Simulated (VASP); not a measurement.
ScIr:

```
CELL_PARAMETERS angstrom
3.20600 0.00000 0.00000
0.00000 3.20600 0.00000
0.00000 0.00000 3.20600
ATOMIC_POSITIONS crystal
Sc 0.50000 0.50000 0.50000
Ir 0.00000 0.00000 0.00000
```

* Program: VASP 6.6.1
* Task: relaxation of cell and atoms
* Functional: LDA
* Potentials or basis: VASP PAW LDA potentials, release 64 (Sc_sv, Ir_sv_GW)
* Cutoff: 560 eV
* k mesh: 12 × 12 × 12
* Occupations: fermi-dirac, width 0.1 eV
* Spin: no spin polarisation

At the start: pressure -7.2 GPa; volume 16.48 Å³/atom.

Q: Where does the relaxation end?

A: Over 4 steps the energy falls by 14.9 meV/atom and the volume is 15.84 Å³/atom (-3.9 %); space group Pm-3m (No. 221, to 0.1 Å) before and after.

Step by step:
```tsv
step	energy change (eV)	largest force (eV/Å)	pressure (GPa)	volume (Å³)
1	0.0000	0.0000	-7.24	32.95
2	0.0727	0.0000	16.18	29.53
3	-0.0297	0.0000	-0.19	31.71
4	-0.0297	0.0000	0.02	31.68
```

Final structure:
```
CELL_PARAMETERS angstrom
3.16423 0.00000 0.00000
0.00000 3.16423 0.00000
0.00000 0.00000 3.16423
ATOMIC_POSITIONS crystal
Sc 0.50000 0.50000 0.50000
Ir 0.00000 0.00000 0.00000
```
